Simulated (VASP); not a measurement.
Crystal: As.

```
CELL_PARAMETERS angstrom
3.75568 0.00000 0.00000
0.00000 3.75568 0.00000
0.00000 0.00000 3.08418
ATOMIC_POSITIONS crystal
As 0.50000 0.00000 0.83847
As 0.00000 0.50000 0.16153
```

* Program: VASP 6.6.1
* Task: relaxation of cell and atoms
* Functional: PBE
* Potentials or basis: VASP PAW PBE potentials, release 64 (As)
* Cutoff: 600 eV
* k mesh: 4 × 4 × 6
* Occupations: gaussian, width 0.1 eV
* Spin: no spin polarisation

At the start: pressure -5.2 GPa; volume 21.75 Å³/atom.

**Question.** How do energy, volume and symmetry change on relaxing?

**Answer.** Over 14 steps the energy falls by 267.3 meV/atom and the volume is 20.66 Å³/atom (-5.0 %); space group P4/mmm (No. 123, to 0.05 Å).

The path:
| step | energy change (eV) | largest force (eV/Å) | pressure (GPa) | volume (Å³) |
| --- | --- | --- | --- | --- |
| 1 | 0.0000 | 0.7814 | -5.20 | 43.50 |
| 2 | -0.1241 | 0.5894 | 2.93 | 39.19 |
| 3 | -0.1247 | 0.6026 | 2.36 | 39.42 |
| 4 | -0.1740 | 0.4881 | 1.33 | 40.03 |
| 5 | -0.2180 | 0.4816 | 0.22 | 40.96 |
| 6 | -0.4103 | 0.5347 | -2.75 | 42.77 |
| 7 | -0.1618 | 0.0724 | -3.19 | 46.10 |
| 8 | -0.4386 | 0.4178 | -3.58 | 43.66 |
| 9 | -0.4717 | 0.3128 | -2.37 | 43.00 |
| 10 | -0.4872 | 0.1638 | -0.51 | 42.10 |
| 11 | -0.5317 | 0.0319 | 0.44 | 41.23 |
| 12 | -0.5336 | 0.0031 | 0.70 | 41.02 |
| 13 | -0.5336 | 0.0021 | 0.74 | 40.98 |
| 14 | -0.5345 | 0.0023 | 0.03 | 41.31 |

Final structure:
```
As
1.0
     3.92304    0.00000    0.00000
     0.00000    3.92304    0.00000
     0.00000    0.00000    2.68444
As
2
Direct
  0.50000 0.00000 0.99967
  0.00000 0.50000 0.00033
```

Caveat: the k points lie up to 0.40 Å⁻¹ apart in the final cell.
